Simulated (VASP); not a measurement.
Wanted: the native input for a VASP 6.6.1 run.

```
Task                   : electric field gradients
Functional             : LDA
Potentials or basis    : VASP PAW LDA potentials, release 64 (Zn, Ag)
Cutoff                 : 520 eV
k mesh                 : 12 × 12 × 12
Occupations            : fermi-dirac, width 0.03 eV
Spin                   : no spin polarisation
Dipole correction      : no
Further INCAR settings : ALGO = Normal; EDIFF = 1e-08; NBANDS = 18
```

The structure of ZnAg lies in POSCAR:

```
ZnAg
1.0
    3.1348181537      0.0000000000      0.0000000000
    0.0000000000      3.1348181537      0.0000000000
    0.0000000000      0.0000000000      3.1348181537
Zn Ag
1 1
Direct
    0.5000000000      0.5000000000      0.5000000000
    0.0000000000      0.0000000000      0.0000000000
```

The input as run:

INCAR

```
SYSTEM = ZnAg
PREC = Accurate ; ENCUT = 520
EDIFF = 1E-8 ; ISMEAR = -1
SIGMA = 0.03 ; LREAL = .False.
LASPH = .True. ; NELM = 100
ALGO = Normal ; ISIF = 2
LWAVE = .False. ; LCHARG = .False.
LEFG = .True. ; NBANDS = 18
```

KPOINTS

```
Automatic mesh
0
Gamma
  12 12 12
  0 0 0
```

Potentials or basis: VASP PAW LDA potentials, release 64 (Zn, Ag).

The run is started by

```bash
$ cat potpaw_LDA.64/Zn/POTCAR potpaw_LDA.64/Ag/POTCAR > POTCAR
$ mpirun -np 1 vasp_std > vasp.out
```

It gave:

- Pressure: -5.8 GPa
- Band gap on the k mesh: zero (an odd number of electrons rules out a gap without spin polarisation)
- Largest electric field gradient by atom: zero within the noise of the run

Caveat: the cell stands under tension.

It took 9.8 s on 1 thread of Intel(R) Xeon(R) 6975P-C (Granite Rapids), on a shared host, peak memory 0.16 GiB.
